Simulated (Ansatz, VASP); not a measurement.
## One calculation of TiCo, two programs

File INCAR:

```
SYSTEM = TiCo
PREC = Accurate ; ENCUT = 600
EDIFF = 1E-7 ; ISMEAR = 0
SIGMA = 0.1 ; LREAL = .FALSE.
LASPH = .TRUE. ; NELM = 150
ALGO = Fast ; ISIF = 3
LWAVE = .FALSE. ; LCHARG = .FALSE.
ISPIN = 2 ; MAGMOM = 0 0.61
LORBIT = 11 ; LMAXMIX = 4
GGA = PE ; IBRION = 2
NSW = 100 ; EDIFFG = -0.005
```

Contents of KPOINTS:

```
Automatic mesh
0
G
  14 14 14
  0 0 0
```

POSCAR

```
TiCo
1.0
    2.9903473387      0.0000000000      0.0000000000
    0.0000000000      2.9903473387      0.0000000000
    0.0000000000      0.0000000000      2.9903473387
Ti Co
1 1
Direct
    0.5000000000      0.5000000000      0.5000000000
    0.0000000000      0.0000000000      0.0000000000
```

Input for Ansatz:

```yaml
crystal:
  lattice:
    - [2.9903473387, 0.0, 0.0]
    - [0.0, 2.9903473387, 0.0]
    - [0.0, 0.0, 2.9903473387]
  atoms:
    - { symbol: Ti, position: [0.5, 0.5, 0.5] }
    - { symbol: Co, position: [0.0, 0.0, 0.0], spin: 0.61 }
basis:
  ecutwfc: 420
kpoints:
  mp_grid: { grid: [14, 14, 14] }
hamiltonian:
  xc: pbe
scf:
  occupations: { method: gaussian, width: 0.1 }
output:
  forces: true
  stress: true
  eigenvalues: true
  populations: true
  write_density: true
  write_potential: true
  elf: true
  volumetric_format: npy
magnetization:
  spin_polarized: true
relax:
  adjacent_minimum: "off"
  f_tol: 0.005
  max_steps: 80
  cell: { stress_tol: 0.05 }
```

Alike in both runs: task relaxation of cell and atoms; functional PBE; k mesh 14 × 14 × 14; occupations gaussian, width 0.1 eV; collinear spin.

|  | VASP | Ansatz |
| --- | --- | --- |
| version | VASP 6.6.1 | Ansatz 0.2.0 |
| potentials or method | VASP PAW PBE potentials, release 64 (Ti_sv, Co), cutoff 600 eV | scalar-relativistic, plane waves, PAW |
| valence electrons in the cell | 21 | 29 |

```tsv
	VASP	Ansatz	Ansatz less VASP
gap on the k mesh at the Fermi level, each at its own relaxed structure (eV)	none	none	-
net moment per atom (μB)	0.44	0.44	+0.008
size of the moment on the site where the two differ most (μB)	0.95	0.99	+0.042
relaxed volume (Å³/atom)	13.26	13.31	+0.050
relaxed length of the cell vector where the two differ most in proportion (Å)	2.982	2.986	+0.0037
```

Site moments also hang on the region over which each program counts them. A gap of «none» marks a metal or a gap that the smearing closes. VASP's potentials hold 21 valence electrons a cell and Ansatz's 29, so a difference there can come from the potentials and not from the codes.
